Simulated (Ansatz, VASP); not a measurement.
# SiO in VASP and in Ansatz

```xyz
2
Lattice="0.0000 2.4173 2.4173 2.4173 0.0000 2.4173 2.4173 2.4173 0.0000" Properties=species:S:1:pos:R:3 pbc="T T T"
Si    3.6260    3.6260    3.6260
O     0.0000    0.0000    0.0000
```

Alike in both runs: task single point; functional PBE; k mesh 9 × 9 × 9; occupations fermi-dirac, width 0.05 eV; no spin polarisation.

|  | VASP | Ansatz |
| --- | --- | --- |
| version | VASP 6.6.1 | Ansatz 0.2.0 |
| potentials or method | VASP PAW PBE potentials, release 64 (Si, O) | Ansatz PAW soft_1 |
| plane-wave cutoff (eV) | 520 | 420 |
| valence electrons in the cell | 10 | 10 |

```csv
,VASP,Ansatz,Ansatz less VASP
gap on the k mesh at the Fermi level (eV),none,none,-
pressure (GPa),1.3,1.3,-0.07
```

A gap of «none» marks a metal or a gap that the smearing closes.
